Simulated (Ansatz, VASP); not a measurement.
## LiH: VASP beside Ansatz

```
Li H
1.0
     3.25482    0.00000    0.00000
    -1.62741    2.81876    0.00000
     0.00000    0.00000    4.06907
Li H
2 2
Direct
  0.33333 0.66667 0.25000
  0.66667 0.33333 0.75000
  0.66667 0.33333 0.25000
  0.33333 0.66667 0.75000
```

Alike in both runs: task single point; functional HSE06; k mesh 6 × 6 × 4; no spin polarisation.

|  | VASP | Ansatz |
| --- | --- | --- |
| version | VASP 6.6.1 | Ansatz 0.2.0 |
| potentials or method | VASP PAW PBE potentials, release 64 (Li_sv, H) | plane waves, PAW |
| plane-wave cutoff (eV) | 520 | 420 |
| occupations | gaussian, width 0.01 eV | fixed |
| valence electrons in the cell | 8 | 8 |

```csv
,VASP,Ansatz,Ansatz less VASP
gap on the k mesh at the Fermi level (eV),2.74,2.74,+0.003
```

Ansatz's warnings: stress exchange threshold loose, stress scf threshold loose.

Noted on VASP's run: the cutoff is under 1.25 times that of the potentials, so the pressure is a little rough.
